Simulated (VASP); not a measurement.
# Al (Fm-3m) in VASP: a series of runs

The runs below take Al through single point, with r2SCAN+D3(BJ), r2SCAN, PBEsol.

Everything below comes from runs of VASP 6.6.1. Logs are shortened: lines on timing, memory, paths and dates and some standing lists are left out, and cuts for length are marked.

**1. The cell of the first run**

Symmetry: Fm-3m, No. 225, cubic system. The conventional cell has a = 4.103 Å, b = 4.103 Å, c = 4.103 Å, α = 90.00°, β = 90.00°, γ = 90.00°. Al (site symmetry m-3m) has 12 Al at 2.90 Å within 3.8 Å.

**2. Single point, r2SCAN+D3(BJ)**

Input file POSCAR:

```
Al
1.0
    0.0000000000      2.0514502267      2.0514502267
    2.0514502267      0.0000000000      2.0514502267
    2.0514502267      2.0514502267      0.0000000000
Al
1
Direct
    0.0000000000      0.0000000000      0.0000000000
```

Input file INCAR.step1:

```
PREC = Accurate
ENCUT = 520
ISMEAR = -1
SIGMA = 0.05
LREAL = F
LASPH = T
NELM = 100
NBANDS = 8
GGA = PE
ALGO = Normal
EDIFF = 1E-4
LWAVE = T
LCHARG = F
```

Input file INCAR.step2:

```
PREC = Accurate
ENCUT = 520
EDIFF = 1E-6
ISMEAR = -1
SIGMA = 0.05
LREAL = F
LASPH = T
NELM = 100
ALGO = Normal
ISIF = 2
LWAVE = F
LCHARG = T
METAGGA = R2SCAN
LMIXTAU = T
IVDW = 12
VDW_S6 = 1.0
VDW_S8 = 0.78981345
VDW_A1 = 0.49484001
VDW_A2 = 5.73083694
LELF = T
LVHAR = T
NBANDS = 8
ISTART = 1
```

Input file KPOINTS:

```
Automatic mesh
0
Gamma
  11 11 11
```

Potentials or basis: VASP PAW PBE potentials, release 64 (Al).

Started as:

```console
$ cat potpaw_PBE.64/Al/POTCAR > POTCAR
$ cp INCAR.step1 INCAR
$ mpirun -np 1 vasp_std > vasp.out
$ cp INCAR.step2 INCAR
$ mpirun -np 1 vasp_std > vasp.out
```

OUTCAR:

```text
PREC = Accurate
   ENCUT = 520
   EDIFF = 1E-6
   ISMEAR = -1
   LREAL = F
   LASPH = T
   NELM = 100
   ISIF = 2
   METAGGA = R2SCAN
   IVDW = 12
   ISTART = 1
 IVDW          = 12

 ion  position               nearest neighbor table
   1  0.000  0.000  0.000-

  LATTYP: Found a face centered cubic cell.
 ALAT       =     4.1029004534

  Lattice vectors:

 A1 = (   0.0000000000,   2.0514502267,   2.0514502267)
 A2 = (   2.0514502267,   0.0000000000,   2.0514502267)
 A3 = (   2.0514502267,   2.0514502267,   0.0000000000)

Analysis of symmetry for initial positions (statically):
=====================================================================
 Subroutine PRICEL returns:
 Original cell was already a primitive cell.

 Routine SETGRP: Setting up the symmetry group for a
 face centered cubic supercell.

 Subroutine GETGRP returns: Found 48 space group operations
[... 9 lines left out ...]

 Routine SETGRP: Setting up the symmetry group for a
 face centered cubic supercell.

 Subroutine GETGRP returns: Found 48 space group operations
 (whereof 48 operations were pure point group operations)
 out of a pool of 48 trial point group operations.

The dynamic configuration has the point symmetry O_h .

 Subroutine INISYM returns: Found 48 space group operations
 (whereof 48 operations are pure point group operations),
 and found     1 'primitive' translations

----------------------------------------------------------------------------------------

                                     Primitive cell

  volume of cell :      17.2668

  direct lattice vectors                    reciprocal lattice vectors
     0.000000000  2.051450227  2.051450227    -0.243730018  0.243730018  0.243730018
     2.051450227  0.000000000  2.051450227     0.243730018 -0.243730018  0.243730018
     2.051450227  2.051450227  0.000000000     0.243730018  0.243730018 -0.243730018

  length of vectors
     2.901188733  2.901188733  2.901188733     0.422152774  0.422152774  0.422152774

  position of ions in fractional coordinates (direct lattice)
     0.000000000  0.000000000  0.000000000

  ion indices of the primitive-cell ions
   primitive index   ion index
                 1           1

----------------------------------------------------------------------------------------

 KPOINTS: Automatic mesh

Automatic generation of k-mesh.
 Grid dimensions read from file:
 generate k-points for:   11   11   11

 Generating k-lattice:

  Cartesian coordinates                     Fractional coordinates (reciprocal lattice)
    -0.022157274  0.022157274  0.022157274     0.090909091  0.000000000  0.000000000
     0.022157274 -0.022157274  0.022157274     0.000000000  0.090909091  0.000000000
     0.022157274  0.022157274 -0.022157274     0.000000000  0.000000000  0.090909091

  Length of vectors
     0.038377525  0.038377525  0.038377525

  Shift w.r.t. Gamma in fractional coordinates (k-lattice)
     0.000000000  0.000000000  0.000000000

 Subroutine IBZKPT returns following result:
 ===========================================

 Found     56 irreducible k-points:

 Following reciprocal coordinates:
            Coordinates               Weight
  0.000000  0.000000  0.000000      1.000000
  0.090909  0.000000  0.000000      8.000000
  0.181818  0.000000  0.000000      8.000000
  0.272727  0.000000  0.000000      8.000000
  0.363636  0.000000  0.000000      8.000000
  0.454545  0.000000  0.000000      8.000000
[... 16 lines left out ...]
 -0.272727  0.181818  0.000000     24.000000
 -0.181818  0.181818  0.000000     12.000000
 [... further k-points ...]
   k-points           NKPTS =     56   k-points in BZ     NKDIM =     56   number of bands    NBANDS=      8
   number of dos      NEDOS =    301   number of ions     NIONS =      1
   total plane-waves  NPLWV =  13824
   dimension x,y,z NGX =    24 NGY =   24 NGZ =   24
   dimension x,y,z NGXF=    48 NGYF=   48 NGZF=   48
   ions per type =               1
   NGX,Y,Z   is equivalent  to a cutoff of  13.75, 13.75, 13.75 a.u.
   NGXF,Y,Z  is equivalent  to a cutoff of  27.51, 27.51, 27.51 a.u.
 SYSTEM =  unknown system
   PREC   = accura    normal or accurate (medium, high low for compatibility)
   ISTART =      1    job   : 0-new  1-cont  2-samecut
   ICHARG =      0    charge: 1-file 2-atom 10-const
   ISPIN  =      1    spin polarized calculation?
   LNONCOLLINEAR =      F non collinear calculations
   LSORBIT =      F    spin-orbit coupling
   LASPH  =      T    aspherical Exc in radial PAW
   ENCUT  =  520.0 eV  38.22 Ry    6.18 a.u.   5.39  5.39  5.39*2*pi/ulx,y,z
   NELM   =    100;   NELMIN=  2; NELMDL=  0     # of ELM steps
   EDIFF  = 0.1E-05   stopping-criterion for ELM
   LREAL  =      F    real-space projection
   EDIFFG = 0.1E-04   stopping-criterion for IOM
   NSW    =      0    number of steps for IOM
   IBRION =     -1    ionic relax: 0-MD 1-quasi-New 2-CG
   NFREE  =      0    steps in history (QN), initial steepest desc. (CG)
   ISIF   =      2    stress and relaxation
   ISYM   =      2    0-nonsym 1-usesym 2-fastsym
   POTIM  = 0.5000    time-step for ionic-motion
   TEBEG  =    0.0;   TEEND  =   0.0 temperature during run
   PSTRESS=    0.0 pullay stress
   NELECT =       3.0000    total number of electrons
   NUPDOWN=      -1.0000    fix difference up-down
   EMIN   =  10.00;   EMAX   =-10.00  energy-range for DOS
   EFERMI =   0.00;   METHOD = LEGACY
   ISMEAR =    -1;   SIGMA  =   0.05  broadening in eV -4-tet -1-fermi 0-gaus
   EFERMI_NEDOS =   21; number of points for ismear=-14 and -15
   IALGO  =     38    algorithm
   IMIX   =      4    mixing-type and parameters
     AMIX     =   0.40;   BMIX     =  1.00
     AMIX_MAG =   1.60;   BMIX_MAG =  1.00
  volume/ion in A,a.u.               =      17.27       116.52
  Fermi-wavevector in a.u.,A,eV,Ry     =   0.913505  1.726274 11.353945  0.834491
  Thomas-Fermi vector in A             =   2.038024
   LORBIT       =      0    0 simple, 1 ext, 2 COOP (PROOUT), +10 PAW based schemes
   METAGGA = R2SCAN    functional components
   LHFCALC =     F    Hartree Fock is set to
   AEXX    =    0.0000 exact exchange contribution
   IVDW    =    12    specifies the selected vdW correction
   LEPSILON=     F    determine dielectric tensor
   LRPA    =     F    only Hartree local field effects (RPA)
 non-spin polarized calculation
  energy-cutoff  :      520.00
  volume of cell :       17.27
 maximum number of plane-waves:       483
 NGX is ok and might be reduce to    24
   NGX = 11   NGY = 11   NGZ = 11

 number of electron       3.0000000 magnetization

 Free energy of the ion-electron system (eV)
  ---------------------------------------------------
  ext. energy  EPLUGINS =         0.00000000
  ---------------------------------------------------
  free energy    TOTEN  =        -6.71689214 eV

  energy without entropy =       -6.71297730  energy(sigma->0) =       -6.71493472

 E-fermi :   7.5610     XC(G=0): -10.7399

 val. band max:        7.5382964340   @ k =  -0.4545   0.3636   0.0000
 cond. band min:       7.5889402079   @ k =   0.4545   0.1818   0.0909
 fundamental gap:      0.0506437739
 Fermi energy:         7.5610498781

 k-point     1 :       0.0000    0.0000    0.0000
  band No.  band energies     occupation
      1      -3.9698      2.00000
      2      20.6237      0.00000
      3      20.6237      0.00000
      4      20.6237      0.00000
      5      22.1549      0.00000
      6      22.1549      0.00000
      7      22.1549      0.00000
      8      24.5903      0.00000

 k-point     2 :       0.0909    0.0000    0.0000
  band No.  band energies     occupation
      1      -3.7377      2.00000
      2      17.5980      0.00000
      3      19.9585      0.00000
      4      19.9585      0.00000
      5      22.8485      0.00000
      6      23.1706      0.00000
      7      23.1706      0.00000
      8      26.5005      0.00000

 k-point     3 :       0.1818    0.0000    0.0000
  band No.  band energies     occupation
      1      -3.0437      2.00000
      2      13.8145      0.00000
      3      19.1995      0.00000
      4      19.1995      0.00000
      5      22.6143      0.00000
      6      24.0233      0.00000
      7      24.0233      0.00000
      8      25.5767      0.00000

 k-point     4 :       0.2727    0.0000    0.0000
  band No.  band energies     occupation
      1      -1.8940      2.00000
      2      10.2578      0.00000
      3      18.7757      0.00000
      4      18.7757      0.00000
      5      22.4012      0.00000
      6      22.4170      0.00000
      7      22.4170      0.00000
      8      26.5813      0.00000

 k-point     5 :       0.3636    0.0000    0.0000
  band No.  band energies     occupation
      1      -0.2988      2.00000
      2       7.0358      1.99995
      3      18.7306      0.00000
      4      18.7306      0.00000
      5      20.9330      0.00000
      6      20.9330      0.00000
      7      22.4781      0.00000
      8      25.0346      0.00000
[... 177 lines left out ...]
 k-point    22 :      -0.3636    0.1818    0.0000
  band No.  band energies     occupation
      1       1.7995      2.00000
      2       5.8501      2.00000
      3      12.4118      0.00000
      4      16.9360      0.00000
      5      18.9253      0.00000
      6      23.5542      0.00000
      7      26.2799      0.00000
      8      29.3038      0.00000

 k-point    23 :      -0.2727    0.1818    0.0000
  band No.  band energies     occupation
      1      -0.0726      2.00000
      2       8.7392      0.00000
      3      12.2723      0.00000
      4      18.2002      0.00000
      5      20.2699      0.00000
      6      23.3169      0.00000
      7      25.8136      0.00000
      8      26.3565      0.00000

 k-point    24 :      -0.1818    0.1818    0.0000
  band No.  band energies     occupation
      1      -1.5127      2.00000
      2      11.5099      0.00000
      3      13.0334      0.00000
      4      19.8435      0.00000
      5      21.9501      0.00000
      6      23.0139      0.00000
      7      24.1869      0.00000
      8      25.1561      0.00000

 [... further k-points ...]

------------------------ aborting loop because EDIFF is reached ----------------------------------------

 Edisp (eV)   -0.15210

 E8    (eV) :    -0.0539

  FORCE on cell =-STRESS in cart. coord.  units (eV):
  Direction    XX          YY          ZZ          XY          YZ          ZX
  --------------------------------------------------------------------------------------
  -------------------------------------------------------------------------------------
  Total      -0.83960    -0.83960    -0.83960    -0.00000     0.00000     0.00000
  in kB     -77.90559   -77.90559   -77.90559    -0.00000     0.00000     0.00000
  external pressure =      -77.91 kB  Pullay stress =        0.00 kB

 VOLUME and BASIS-vectors are now :
 -----------------------------------------------------------------------------
  energy-cutoff  :      520.00
  volume of cell :       17.27
      direct lattice vectors                 reciprocal lattice vectors
     0.000000000  2.051450227  2.051450227    -0.243730018  0.243730018  0.243730018
     2.051450227  0.000000000  2.051450227     0.243730018 -0.243730018  0.243730018
     2.051450227  2.051450227  0.000000000     0.243730018  0.243730018 -0.243730018

 POSITION                                       TOTAL-FORCE (eV/Angst)
 -----------------------------------------------------------------------------------
      0.00000      0.00000      0.00000         0.000000      0.000000      0.000000
 -----------------------------------------------------------------------------------
    total drift:                                0.000000     -0.000000     -0.000000

  FREE ENERGIE OF THE ION-ELECTRON SYSTEM (eV)
  ---------------------------------------------------
  free  energy   TOTEN  =        -6.8689969865 eV

  energy  without entropy=       -6.8650821502  energy(sigma->0) =       -6.86703957
```

Run time: 12 s. Hardware: 1 thread of Intel Xeon 6975P-C (Granite Rapids), shared host; peak memory 0.14 GiB.

What came out:

| Item | Value |
| --- | --- |
| Free energy | -6.8690 eV |
| Pressure | -7.8 GPa |
| Dispersion energy per atom | -0.152 eV |

Caveat: the PAW data sets were made with another functional, which shifts forces and pressure a little; pairwise dispersion overbinds metals, which lowers pressure and volume.

**3. Single point, r2SCAN+D3(BJ)**

This run uses another cell than the first one, of 17.60 Å³/atom, 1.019 times its volume.

Input file POSCAR:

```
Al
1.0
    0.0000000000      2.0645171409      2.0645171409
    2.0645171409      0.0000000000      2.0645171409
    2.0645171409      2.0645171409      0.0000000000
Al
1
Direct
    0.0000000000      0.0000000000      0.0000000000
```

Edit INCAR.step1 of step 2 so:

```diff
@@ -6,3 +6,3 @@
 LASPH = T
-NELM = 100
+NELM = 80
 NBANDS = 8
```

Edit INCAR.step2 of step 2 so:

```diff
@@ -7,3 +7,3 @@
 LASPH = T
-NELM = 100
+NELM = 80
 ALGO = Normal
@@ -11,3 +11,3 @@
 LWAVE = F
-LCHARG = T
+LCHARG = F
 METAGGA = R2SCAN
@@ -19,4 +19,2 @@
 VDW_A2 = 5.73083694
-LELF = T
-LVHAR = T
 NBANDS = 8
```

KPOINTS is that of step 2.

Potentials or basis: VASP PAW PBE potentials, release 64 (Al).

Started as:

```console
$ cat potpaw_PBE.64/Al/POTCAR > POTCAR
$ cp INCAR.step1 INCAR
$ mpirun -np 1 vasp_std > vasp.out
$ cp INCAR.step2 INCAR
$ mpirun -np 1 vasp_std > vasp.out
```

Run time: 12 s. Hardware: 1 thread of Intel Xeon 6975P-C (Granite Rapids), shared host; peak memory 0.14 GiB.

Results (log left out):

```yaml
Free_energy: -6.8517 eV
Pressure: -8.9 GPa
Dispersion_energy_per_atom: -0.149 eV
```

Levels at points of the mesh, in eV from the Fermi level:
| k point | band 1 | band 2 | band 3 | band 4 | band 5 |
| --- | --- | --- | --- | --- | --- |
| (0.00, 0.00, 0.00) | -11.40 | 12.95 | 12.95 | 12.95 | 14.34 |

Caveat: the PAW data sets were made with another functional, which shifts forces and pressure a little; pairwise dispersion overbinds metals, which lowers pressure and volume.

**4. Single point, r2SCAN**

Input file POSCAR:

```
Al
1.0
    0.0000000000      2.0514502267      2.0514502267
    2.0514502267      0.0000000000      2.0514502267
    2.0514502267      2.0514502267      0.0000000000
Al
1
Direct
    0.0000000000      0.0000000000      0.0000000000
```

Input file INCAR.step1:

```
ALGO = Normal ; EDIFF = 1E-4
ENCUT = 520 ; GGA = PE
ISMEAR = -1 ; LASPH = True
LCHARG = False ; LREAL = False
LWAVE = True ; NBANDS = 8
NELM = 80 ; PREC = Accurate
SIGMA = 0.05
```

Input file INCAR.step2:

```
ALGO = Normal ; EDIFF = 1E-6
ENCUT = 520 ; ISIF = 2
ISMEAR = -1 ; ISTART = 1
LASPH = True ; LCHARG = True
LELF = True ; LMIXTAU = True
LREAL = False ; LVHAR = True
LWAVE = False ; METAGGA = R2SCAN
NBANDS = 8 ; NELM = 80
PREC = Accurate ; SIGMA = 0.05
```

Input file KPOINTS:

```
k-points
0
Gamma
  11 11 11
```

Started as:

```console
$ cat potpaw_PBE.64/Al/POTCAR > POTCAR
$ cp INCAR.step1 INCAR
$ mpirun -np 1 vasp_std > vasp.out
$ cp INCAR.step2 INCAR
$ mpirun -np 1 vasp_std > vasp.out
```

Run time: 10 s. Hardware: 1 thread of Intel Xeon 6975P-C (Granite Rapids), shared host; peak memory 0.13 GiB.

Results (log left out):

| Item | Value |
| --- | --- |
| Free energy | -6.7169 eV |
| Pressure | -6.4 GPa |

Levels at points of the mesh, in eV from the Fermi level:
| k point | band 1 | band 2 | band 3 | band 4 | band 5 | band 6 |
| --- | --- | --- | --- | --- | --- | --- |
| (0.00, 0.00, 0.00) | -11.53 | 13.06 | 13.06 | 13.06 | 14.59 | 14.59 |

Caveat: the PAW data sets were made with another functional, which shifts forces and pressure a little.

**5. Single point, r2SCAN**

This run uses another cell than the first one, of 17.60 Å³/atom, 1.019 times its volume.

Input file POSCAR:

```
Al
1.0
    0.0000000000      2.0645171409      2.0645171409
    2.0645171409      0.0000000000      2.0645171409
    2.0645171409      2.0645171409      0.0000000000
Al
1
Direct
    0.0000000000      0.0000000000      0.0000000000
```

Input file INCAR.step1:

```
SYSTEM = Al
  ALGO = Normal
  EDIFF = 1E-4
  ENCUT = 520
  GGA = PE
  ISMEAR = -1
  LASPH = .True.
  LCHARG = .False.
  LREAL = .False.
  LWAVE = .True.
  NBANDS = 8
  NELM = 100
  PREC = Accurate
  SIGMA = 0.05
```

Input file INCAR.step2:

```
SYSTEM = Al
  ALGO = Normal
  EDIFF = 1E-7
  ENCUT = 520
  ISIF = 2
  ISMEAR = -1
  ISTART = 1
  LASPH = .True.
  LCHARG = .False.
  LMIXTAU = .True.
  LREAL = .False.
  LWAVE = .False.
  METAGGA = R2SCAN
  NBANDS = 8
  NELM = 100
  PREC = Accurate
  SIGMA = 0.05
```

Input file KPOINTS:

```
k-points
0
Gamma
  11 11 11
  0 0 0
```

Started as:

```console
$ cat potpaw_PBE.64/Al/POTCAR > POTCAR
$ cp INCAR.step1 INCAR
$ mpirun -np 1 vasp_std > vasp.out
$ cp INCAR.step2 INCAR
$ mpirun -np 1 vasp_std > vasp.out
```

It took 12 s on 1 thread of Intel Xeon 6975P-C (Granite Rapids), shared host; peak memory 0.13 GiB.

The run converged. Its results:

```yaml
Free_energy: -6.7025 eV
Pressure: -7.5 GPa
```

Levels at points of the mesh, in eV from the Fermi level:
```
           k point  band 1  band 2  band 3  band 4  band 5
(0.00, 0.00, 0.00)  -11.40   12.95   12.95   12.95   14.34
```

Caveat: the PAW data sets were made with another functional, which shifts forces and pressure a little.

**6. Single point, PBEsol**

This run uses another cell than the first one, of 12.96 Å³/atom, 0.750 times its volume.

Input file INCAR:

```
SYSTEM = Al
ALGO = Normal
EDIFF = 1E-7
ENCUT = 520
GGA = PS
ISIF = 2
ISMEAR = -1
LASPH = .True.
LCHARG = .False.
LREAL = .False.
LWAVE = .False.
NBANDS = 8
NELM = 100
PREC = Accurate
SIGMA = 0.05
```

KPOINTS is that of step 5.

Input file POSCAR:

```
Al
1.0
    0.0000000000      1.8642555851      1.8642555851
    1.8642555851      0.0000000000      1.8642555851
    1.8642555851      1.8642555851      0.0000000000
Al
1
Direct
    0.0000000000      0.0000000000      0.0000000000
```

Potentials or basis: VASP PAW PBE potentials, release 64 (Al).

Started as:

```console
$ cat potpaw_PBE.64/Al/POTCAR > POTCAR
$ mpirun -np 1 vasp_std > vasp.out
```

It took 3.1 s on 1 thread of AMD EPYC 9R45 (Zen 5), shared host; peak memory 0.09 GiB.

The run converged. Its results:

```yaml
Free_energy: -3.8503 eV
Pressure: 30.2 GPa
```

Levels at points of the mesh, in eV from the Fermi level:
```tsv
k point	band 1	band 2	band 3	band 4	band 5
(0.00, 0.00, 0.00)	-12.91	14.01	14.01	14.01	17.53
```

Caveat: the PAW data sets were made with another functional, which shifts forces and pressure a little.

**7. Summary**

```tsv
level	cell	gap on the mesh (eV)	pressure (GPa)
r2SCAN+D3(BJ)	a = 2.901 Å, angles 60.0°, 1 atom	none	-7.8
r2SCAN+D3(BJ)	a = 2.920 Å, angles 60.0°, 1 atom	none	-8.9
r2SCAN	a = 2.901 Å, angles 60.0°, 1 atom	none	-6.4
r2SCAN	a = 2.920 Å, angles 60.0°, 1 atom	none	-7.5
PBEsol	a = 2.636 Å, angles 60.0°, 1 atom	none	30.2
```

Alike in all rows: task single point; potentials or basis VASP PAW PBE potentials, release 64 (Al); no spin polarisation; k mesh 11 × 11 × 11; cutoff (eV) 520; smearing fermi-dirac 0.05 eV.

Caveats: the PAW data sets were made with another functional, which shifts forces and pressure a little; pairwise dispersion overbinds metals, which lowers pressure and volume (some runs).

Total energies depend on the potentials used, so only differences within one code and one set of settings carry meaning.
